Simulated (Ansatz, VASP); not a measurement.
# Ru: VASP beside Ansatz

Contents of INCAR:

```
PREC = Accurate
ENCUT = 520
EDIFF = 1E-7
ISMEAR = 0
SIGMA = 0.15
LREAL = F
LASPH = T
NELM = 80
ALGO = Fast
ISIF = 2
LWAVE = F
LCHARG = F
GGA = PS
NBANDS = 13
```

The input KPOINTS:

```
Automatic mesh
0
Gamma
  22 22 22
```

The input POSCAR:

```
Ru
1.0
   -0.0191500000      1.9150000000      1.9150000000
    1.9150000000     -0.0191500000      1.9150000000
    1.8958500000      1.8958500000      0.0000000000
Ru
1
Direct
    0.0000000000      0.0000000000      0.0000000000
```

Input for Ansatz:

```yaml
crystal:
  lattice:
    - [-0.01915, 1.915, 1.915]
    - [1.915, -0.01915, 1.915]
    - [1.89585, 1.89585, 0.0]
  atoms:
    - { symbol: Ru, position: [0.0, 0.0, 0.0] }
basis:
  ecutwfc: 420
kpoints:
  mp_grid: { grid: [22, 22, 22] }
hamiltonian:
  xc: pbesol
scf:
  occupations: { method: gaussian, width: 0.15 }
output:
  forces: true
  stress: true
  eigenvalues: true
```

Change from the starting cell: strain -0.0200 x Voigt [0, 0, 0, 0, 0, 1], atoms carried along.

Alike in both runs: task single point; functional PBEsol; k mesh 22 × 22 × 22; occupations gaussian, width 0.15 eV; no spin polarisation.

```csv
,VASP,Ansatz
version,VASP 6.6.1,Ansatz 0.2.0
potentials or method,"VASP PAW PBE potentials, release 64 (Ru_pv), cutoff 520 eV","scalar-relativistic, plane waves, PAW"
valence electrons in the cell,14,16
```

|  | VASP | Ansatz | Ansatz less VASP |
| --- | --- | --- | --- |
| gap on the k mesh at the Fermi level (eV) | none | none | - |
| pressure (GPa) | -14.7 | -14.6 | +0.10 |
| traceless stress, the component that is largest in VASP (GPa) | 4.75 | 4.75 | +0.005 |

VASP's potentials were made for PBE, not for PBEsol. A gap of «none» marks a metal or a gap that the smearing closes. VASP's potentials hold 14 valence electrons a cell and Ansatz's 16, so a difference there can come from the potentials and not from the codes.
